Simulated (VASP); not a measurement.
# Ti (P6_3/mmc) in VASP: further runs

The runs below take Ti through single point, with PBE.

Program: VASP 6.6.1. These are calculated values, not measurements. Logs are shortened: lines on timing, memory, paths and dates and some standing lists are left out, and cuts for length are marked.

### 1 The cell of the first run

Symmetry: P6_3/mmc, No. 194, hexagonal system. The conventional cell has a = 2.939 Å, b = 2.939 Å, c = 4.656 Å, α = 90.00°, β = 90.00°, γ = 120.00°. Within 3.8 Å of Ti (site symmetry -6m2) lie 12 Ti at 2.88 to 2.94 Å.

### 2 Single point, PBE

Input file INCAR:

```
ALGO = Normal
EDIFF = 1E-7
ENCUT = 520
GGA = PE
ISIF = 2
ISMEAR = 1
LASPH = T
LCHARG = F
LREAL = F
LWAVE = F
NBANDS = 19
NELM = 60
PREC = Accurate
SIGMA = 0.3
```

Input file KPOINTS:

```
k-points
0
Gamma
  12 12 7
```

Input file POSCAR:

```
Ti
1.0
    2.9390756844      0.0000000000      0.0000000000
   -1.4695378422      2.5453142064      0.0000000000
    0.0000000000      0.0000000000      4.6559893251
Ti
2
Direct
    0.3333333333      0.6666666667      0.2500000000
    0.6666666667      0.3333333333      0.7500000000
```

Potentials or basis: VASP PAW PBE potentials, release 64 (Ti_sv).

On the command line:

```bash
> cat potpaw_PBE.64/Ti_sv/POTCAR > POTCAR
> mpirun -np 1 vasp_std > vasp.out
```

OUTCAR:

```text
EDIFF = 1E-7
   ENCUT = 520
   GGA = PE
   ISIF = 2
   ISMEAR = 1
   LASPH = T
   LREAL = F
   NELM = 60
   PREC = Accurate

 ion  position               nearest neighbor table
   1  0.333  0.667  0.250-   2 2.88   2 2.88   2 2.88   2 2.88   2 2.88   2 2.88
   2  0.667  0.333  0.750-   1 2.88   1 2.88   1 2.88   1 2.88   1 2.88   1 2.88

  LATTYP: Found a hexagonal cell.
 ALAT       =     2.9390756844
 C/A-ratio  =     1.5841678899

  Lattice vectors:

 A1 = (   2.9390756844,   0.0000000000,   0.0000000000)
 A2 = (  -1.4695378422,   2.5453142064,   0.0000000000)
 A3 = (   0.0000000000,   0.0000000000,   4.6559893251)

Analysis of symmetry for initial positions (statically):
=====================================================================
 Subroutine PRICEL returns:
 Original cell was already a primitive cell.

 Routine SETGRP: Setting up the symmetry group for a
 hexagonal supercell.

 Subroutine GETGRP returns: Found 24 space group operations
 (whereof 12 operations were pure point group operations)
 out of a pool of 24 trial point group operations.

The static configuration has the point symmetry D_3d.
 The point group associated with its full space group is D_6h.

Analysis of symmetry for dynamics (positions and initial velocities):
=====================================================================
 Subroutine PRICEL returns:
 Original cell was already a primitive cell.

 Routine SETGRP: Setting up the symmetry group for a
 hexagonal supercell.

 Subroutine GETGRP returns: Found 24 space group operations
 (whereof 12 operations were pure point group operations)
 out of a pool of 24 trial point group operations.

The dynamic configuration has the point symmetry D_3d.
 The point group associated with its full space group is D_6h.

 Subroutine INISYM returns: Found 24 space group operations
 (whereof 12 operations are pure point group operations),
 and found     1 'primitive' translations

----------------------------------------------------------------------------------------

                                     Primitive cell

  volume of cell :      34.8309

  direct lattice vectors                    reciprocal lattice vectors
     2.939075684  0.000000000  0.000000000     0.340243024  0.196439402  0.000000000
    -1.469537842  2.545314206  0.000000000     0.000000000  0.392878804  0.000000000
     0.000000000  0.000000000  4.655989325     0.000000000  0.000000000  0.214777125

  length of vectors
     2.939075684  2.939075684  4.655989325     0.392878804  0.392878804  0.214777125

  position of ions in fractional coordinates (direct lattice)
     0.333333333  0.666666667  0.250000000
     0.666666667  0.333333333  0.750000000

  ion indices of the primitive-cell ions
   primitive index   ion index
                 1           1
                 2           2

----------------------------------------------------------------------------------------

 KPOINTS: k-points

Automatic generation of k-mesh.
 Grid dimensions read from file:
 generate k-points for:   12   12    7

 Generating k-lattice:

  Cartesian coordinates                     Fractional coordinates (reciprocal lattice)
     0.028353585  0.016369950  0.000000000     0.083333333  0.000000000  0.000000000
     0.000000000  0.032739900  0.000000000     0.000000000  0.083333333  0.000000000
     0.000000000  0.000000000  0.030682446     0.000000000  0.000000000  0.142857143

  Length of vectors
     0.032739900  0.032739900  0.030682446

  Shift w.r.t. Gamma in fractional coordinates (k-lattice)
     0.000000000  0.000000000  0.000000000

 Subroutine IBZKPT returns following result:
 ===========================================

 Found     76 irreducible k-points:

 Following reciprocal coordinates:
            Coordinates               Weight
  0.000000  0.000000  0.000000      1.000000
  0.083333  0.000000  0.000000      6.000000
  0.166667  0.000000  0.000000      6.000000
  0.250000  0.000000  0.000000      6.000000
  0.333333  0.000000  0.000000      6.000000
  0.416667  0.000000  0.000000      6.000000
[... 16 lines left out ...]
  0.250000  0.000000  0.142857     12.000000
  0.333333  0.000000  0.142857     12.000000
 [... further k-points ...]
   k-points           NKPTS =     76   k-points in BZ     NKDIM =     76   number of bands    NBANDS=     19
   number of dos      NEDOS =    301   number of ions     NIONS =      2
   total plane-waves  NPLWV =  20736
   dimension x,y,z NGX =    24 NGY =   24 NGZ =   36
   dimension x,y,z NGXF=    48 NGYF=   48 NGZF=   72
   ions per type =               2
   NGX,Y,Z   is equivalent  to a cutoff of  13.58, 13.58, 12.85 a.u.
   NGXF,Y,Z  is equivalent  to a cutoff of  27.15, 27.15, 25.71 a.u.
 SYSTEM =  unknown system
   PREC   = accura    normal or accurate (medium, high low for compatibility)
   ISTART =      0    job   : 0-new  1-cont  2-samecut
   ICHARG =      2    charge: 1-file 2-atom 10-const
   ISPIN  =      1    spin polarized calculation?
   LNONCOLLINEAR =      F non collinear calculations
   LSORBIT =      F    spin-orbit coupling
   LASPH  =      T    aspherical Exc in radial PAW
   ENCUT  =  520.0 eV  38.22 Ry    6.18 a.u.   5.46  5.46  8.66*2*pi/ulx,y,z
   NELM   =     60;   NELMIN=  2; NELMDL= -5     # of ELM steps
   EDIFF  = 0.1E-06   stopping-criterion for ELM
   LREAL  =      F    real-space projection
   EDIFFG = 0.1E-05   stopping-criterion for IOM
   NSW    =      0    number of steps for IOM
   IBRION =     -1    ionic relax: 0-MD 1-quasi-New 2-CG
   NFREE  =      0    steps in history (QN), initial steepest desc. (CG)
   ISIF   =      2    stress and relaxation
   ISYM   =      2    0-nonsym 1-usesym 2-fastsym
   POTIM  = 0.5000    time-step for ionic-motion
   TEBEG  =    0.0;   TEEND  =   0.0 temperature during run
   PSTRESS=    0.0 pullay stress
   NELECT =      24.0000    total number of electrons
   NUPDOWN=      -1.0000    fix difference up-down
   EMIN   =  10.00;   EMAX   =-10.00  energy-range for DOS
   EFERMI =   0.00;   METHOD = LEGACY
   ISMEAR =     1;   SIGMA  =   0.30  broadening in eV -4-tet -1-fermi 0-gaus
   EFERMI_NEDOS =   21; number of points for ismear=-14 and -15
   IALGO  =     38    algorithm
   IMIX   =      4    mixing-type and parameters
     AMIX     =   0.40;   BMIX     =  1.00
     AMIX_MAG =   1.60;   BMIX_MAG =  1.00
  volume/ion in A,a.u.               =      17.42       117.53
  Fermi-wavevector in a.u.,A,eV,Ry     =   1.445963  2.732474 28.447185  2.090809
  Thomas-Fermi vector in A             =   2.564085
   LORBIT       =      0    0 simple, 1 ext, 2 COOP (PROOUT), +10 PAW based schemes
   GGA     = PE    functional components
   LHFCALC =     F    Hartree Fock is set to
   AEXX    =    0.0000 exact exchange contribution
   IVDW    =     0    specifies the selected vdW correction
   LEPSILON=     F    determine dielectric tensor
   LRPA    =     F    only Hartree local field effects (RPA)
 non-spin polarized calculation
 Methfessel and Paxton  Order N= 1 SIGMA  =   0.30
  energy-cutoff  :      520.00
  volume of cell :       34.83
 maximum number of plane-waves:       965
 NGX is ok and might be reduce to    24
   NGX = 11   NGY = 11   NGZ = 17

 number of electron      24.0000001 magnetization

 Free energy of the ion-electron system (eV)
  ---------------------------------------------------
  ext. energy  EPLUGINS =         0.00000000
  ---------------------------------------------------
  free energy    TOTEN  =       -15.66671312 eV

  energy without entropy =      -15.68010702  energy(sigma->0) =      -15.67117775

 E-fermi :   8.3068     XC(G=0): -11.4849

 val. band max:        8.2997288155   @ k =   0.0000   0.0000   0.4286
 cond. band min:       8.3155727116   @ k =   0.2500   0.2500   0.4286
 fundamental gap:      0.0158438961
 Fermi energy:         8.3068343380

 k-point     1 :       0.0000    0.0000    0.0000
  band No.  band energies     occupation
      1     -48.5604      2.00000
      2     -48.4253      2.00000
      3     -25.1450      2.00000
      4     -24.5071      2.00000
      5     -24.5071      2.00000
      6     -24.4437      2.00000
[... 11 lines left out ...]
     18       9.9249     -0.00000
     19      11.4458     -0.00000

 k-point     2 :       0.0833    0.0000    0.0000
  band No.  band energies     occupation
      1     -48.5537      2.00000
      2     -48.4227      2.00000
      3     -25.1299      2.00000
      4     -24.5379      2.00000
      5     -24.5174      2.00000
      6     -24.4501      2.00000
[... 11 lines left out ...]
     18       9.8184     -0.00000
     19      11.5023     -0.00000

 k-point     3 :       0.1667    0.0000    0.0000
  band No.  band energies     occupation
      1     -48.5349      2.00000
      2     -48.4158      2.00000
      3     -25.0869      2.00000
      4     -24.6225      2.00000
      5     -24.5446      2.00000
      6     -24.5252      2.00000
[... 11 lines left out ...]
     18      10.0412     -0.00000
     19      11.6210     -0.00000

 k-point     4 :       0.2500    0.0000    0.0000
  band No.  band energies     occupation
      1     -48.5080      2.00000
      2     -48.4075      2.00000
      3     -25.0222      2.00000
      4     -24.7393      2.00000
      5     -24.6385      2.00000
      6     -24.5803      2.00000
[... 407 lines left out ...]
     18      10.1076     -0.00000
     19      11.5949     -0.00000

 k-point    23 :       0.2500    0.0000    0.1429
  band No.  band energies     occupation
      1     -48.5031      2.00000
      2     -48.4125      2.00000
      3     -25.0106      2.00000
      4     -24.7251      2.00000
      5     -24.6663      2.00000
      6     -24.5734      2.00000
[... 11 lines left out ...]
     18      10.4968     -0.00000
     19      11.6823     -0.00000

 k-point    24 :       0.3333    0.0000    0.1429
  band No.  band energies     occupation
      1     -48.4751      2.00000
      2     -48.4051      2.00000
      3     -24.9711      2.00000
      4     -24.8197      2.00000
      5     -24.7664      2.00000
      6     -24.6071      2.00000
[... 11 lines left out ...]
     18      11.0252     -0.00000
     19      11.7478     -0.00000

 [... further k-points ...]

------------------------ aborting loop because EDIFF is reached ----------------------------------------

  FORCE on cell =-STRESS in cart. coord.  units (eV):
  Direction    XX          YY          ZZ          XY          YZ          ZX
  --------------------------------------------------------------------------------------
  -------------------------------------------------------------------------------------
  Total       -0.0974051     -0.0974051     -0.1320045      0.0000000      0.0000000     -0.0000000
  in kB       -4.4805153     -4.4805153     -6.0720486      0.0000000      0.0000000     -0.0000000
  external PRESSURE =      -5.0110264 kB  Pullay stress =       0.0000000 kB

 VOLUME and BASIS-vectors are now :
 -----------------------------------------------------------------------------
  energy-cutoff  :      520.00
  volume of cell :       34.83
      direct lattice vectors                 reciprocal lattice vectors
     2.939075684  0.000000000  0.000000000     0.340243024  0.196439402  0.000000000
    -1.469537842  2.545314206  0.000000000     0.000000000  0.392878804  0.000000000
     0.000000000  0.000000000  4.655989325     0.000000000  0.000000000  0.214777125

 POSITION                                       TOTAL-FORCE (eV/Angst)
 -----------------------------------------------------------------------------------
     -0.00000      1.69688      1.16400         0.000000      0.000000      0.000000
      1.46954      0.84844      3.49199        -0.000000     -0.000000      0.000000
 -----------------------------------------------------------------------------------
    total drift:                               -0.000000      0.000000     -0.000000

  FREE ENERGIE OF THE ION-ELECTRON SYSTEM (eV)
  ---------------------------------------------------
  free  energy   TOTEN  =       -15.6667131195 eV

  energy  without entropy=      -15.6801070153  energy(sigma->0) =      -15.67117775
```

Wall time 64 s (1 thread of Intel Xeon Platinum 8175M at 2.50GHz (Skylake/Cascade Lake), shared host); peak memory 0.17 GiB.

Results:

```
Free energy            : -15.6667 eV
Pressure               : -0.5 GPa
Band gap on the k mesh : zero (band 12 reaches 9.08 eV, above the bottom of band 13 at 8.01 eV)
```

### 3 Single point, PBE, collinear spin, ferromagnetic start (volume scaled by 0.88)

Input file INCAR:

```
ALGO = Normal
EDIFF = 1E-6
ENCUT = 520
GGA = PE
ISIF = 2
ISMEAR = -1
ISPIN = 2
LASPH = True
LCHARG = False
LMAXMIX = 4
LORBIT = 11
LREAL = False
LWAVE = False
MAGMOM = 1 1
NBANDS = 23
NELM = 150
PREC = Accurate
SIGMA = 0.05
```

Input file KPOINTS:

```
k-points
0
Gamma
  20 20 11
```

Input file POSCAR:

```
Ti
1.0
    2.8162927289      0.0000000000      0.0000000000
   -1.4081463644      2.4389810477      0.0000000000
    0.0000000000      0.0000000000      4.4575696008
Ti
2
Direct
    0.3333333333      0.6666666667      0.2500000000
    0.6666666667      0.3333333333      0.7500000000
```

Potentials or basis: VASP PAW PBE potentials, release 64 (Ti_sv).

On the command line:

```bash
> cat potpaw_PBE.64/Ti_sv/POTCAR > POTCAR
> mpirun -np 1 vasp_std > vasp.out
```

OUTCAR:

```text
EDIFF = 1E-6
   ENCUT = 520
   GGA = PE
   ISIF = 2
   ISMEAR = -1
   ISPIN = 2
   LASPH = True
   LORBIT = 11
   LREAL = False
   NELM = 150
   PREC = Accurate

 ion  position               nearest neighbor table
   1  0.333  0.667  0.250-   2 2.76   2 2.76   2 2.76   2 2.76   2 2.76   2 2.76
   2  0.667  0.333  0.750-   1 2.76   1 2.76   1 2.76   1 2.76   1 2.76   1 2.76

  LATTYP: Found a hexagonal cell.
 ALAT       =     2.8162927289
 C/A-ratio  =     1.5827792172

  Lattice vectors:

[... 1468 lines left out ...]
  external PRESSURE =     173.5968219 kB  Pullay stress =       0.0000000 kB

 VOLUME and BASIS-vectors are now :
 -----------------------------------------------------------------------------
  energy-cutoff  :      520.00
  volume of cell :       30.62
      direct lattice vectors                 reciprocal lattice vectors
     2.816292729  0.000000000  0.000000000     0.355076725  0.205003643  0.000000000
    -1.408146364  2.438981048  0.000000000     0.000000000  0.410007286  0.000000000
     0.000000000  0.000000000  4.457569601     0.000000000  0.000000000  0.224337495

 POSITION                                       TOTAL-FORCE (eV/Angst)
 -----------------------------------------------------------------------------------
     -0.00000      1.62599      1.11439         0.000000     -0.000000      0.000000
      1.40815      0.81299      3.34318        -0.000000      0.000000      0.000000
 -----------------------------------------------------------------------------------
    total drift:                               -0.000000      0.000000     -0.000000

  FREE ENERGIE OF THE ION-ELECTRON SYSTEM (eV)
  ---------------------------------------------------
  free  energy   TOTEN  =       -15.4780369363 eV

  energy  without entropy=      -15.4628328137  energy(sigma->0) =      -15.47043487

 total charge

# of ion       s       p       d       tot
------------------------------------------
    1        2.278   6.146   1.990  10.415
    2        2.278   6.146   1.990  10.415
--------------------------------------------------
tot          4.556  12.293   3.980  20.829

 magnetization (x)

# of ion       s       p       d       tot
------------------------------------------
    1       -0.000   0.000  -0.000  -0.000
    2       -0.000   0.000  -0.000  -0.000
--------------------------------------------------
tot         -0.000   0.000  -0.000  -0.000
```

Wall time 4.2 min (1 thread of Intel Xeon 6975P-C, shared host); peak memory 0.36 GiB.

What came out:

```yaml
Free_energy: -15.4780 eV
Pressure: 17.4 GPa
Band_gap_on_the_k_mesh: zero (filled and empty bands overlap)
Net_moment: 0.00 μB per cell
Valence_electrons_inside_the_program's_atomic_spheres: Ti 10.41
```

Levels at points of the mesh, in eV from the Fermi level:
Spin up:
| k point | band 10 | band 11 | band 12 | band 13 | band 14 | band 15 |
| --- | --- | --- | --- | --- | --- | --- |
| (0.00, 0.00, 0.00) | -3.03 | 0.82 | 0.82 | 0.97 | 1.18 | 1.42 |
| (0.50, 0.00, 0.00) | -2.52 | -2.21 | -0.47 | 0.48 | 0.75 | 1.37 |
Spin down:
```
           k point  band 8  band 9  band 10  band 11  band 12  band 13  band 14  band 15  band 16  band 17
(0.00, 0.00, 0.00)  -32.34   -6.50    -3.03     0.82     0.82     0.98     1.18     1.42     1.42     1.84
(0.50, 0.00, 0.00)  -32.45   -2.57    -2.52    -2.21    -0.47     0.48     0.75     1.37     3.89     4.17
```

### 4 Single point, PBE, collinear spin, ferromagnetic start (volume scaled by 0.92)

Input file INCAR:

```
PREC = Accurate ; ENCUT = 520
EDIFF = 1E-6 ; ISMEAR = -1
SIGMA = 0.05 ; LREAL = F
LASPH = T ; NELM = 150
ALGO = Normal ; ISIF = 2
LWAVE = F ; LCHARG = F
ISPIN = 2 ; MAGMOM = 1 1
LORBIT = 11 ; LMAXMIX = 4
GGA = PE ; NBANDS = 23
```

Input file KPOINTS:

```
Automatic mesh
0
Gamma
  20 20 11
```

Input file POSCAR:

```
Ti
1.0
    2.8583331467      0.0000000000      0.0000000000
   -1.4291665734      2.4753891176      0.0000000000
    0.0000000000      0.0000000000      4.5241103005
Ti
2
Direct
    0.3333333333      0.6666666667      0.2500000000
    0.6666666667      0.3333333333      0.7500000000
```

On the command line:

```bash
> cat potpaw_PBE.64/Ti_sv/POTCAR > POTCAR
> mpirun -np 1 vasp_std > vasp.out
```

Run time: 4.3 min. Hardware: 1 thread of Intel Xeon 6975P-C, shared host; peak memory 0.37 GiB.

The run converged. Its results:

* Free energy: -15.5977 eV
* Pressure: 10.4 GPa
* Band gap on the k mesh: zero (filled and empty bands overlap)
* Net moment: 0.00 μB per cell
* Valence electrons inside the program's atomic spheres: Ti 10.35

Stress tensor (GPa, compression positive):
```
10.32  0.00  0.00
 0.00 10.32  0.00
 0.00  0.00 10.51
```

Levels at points of the mesh, in eV from the Fermi level:
Spin up:
| k point | band 10 | band 11 | band 12 | band 13 | band 14 | band 15 |
| --- | --- | --- | --- | --- | --- | --- |
| (0.00, 0.00, 0.00) | -2.91 | 0.81 | 0.81 | 0.95 | 1.02 | 1.37 |
| (0.50, 0.00, 0.00) | -2.42 | -2.07 | -0.54 | 0.48 | 0.70 | 1.30 |
Spin down:
```
           k point  band 10  band 11  band 12  band 13  band 14  band 15
(0.00, 0.00, 0.00)    -2.91     0.81     0.81     0.95     1.02     1.37
(0.50, 0.00, 0.00)    -2.42    -2.07    -0.54     0.48     0.70     1.30
```

(Part 1 of 2 ends here.)
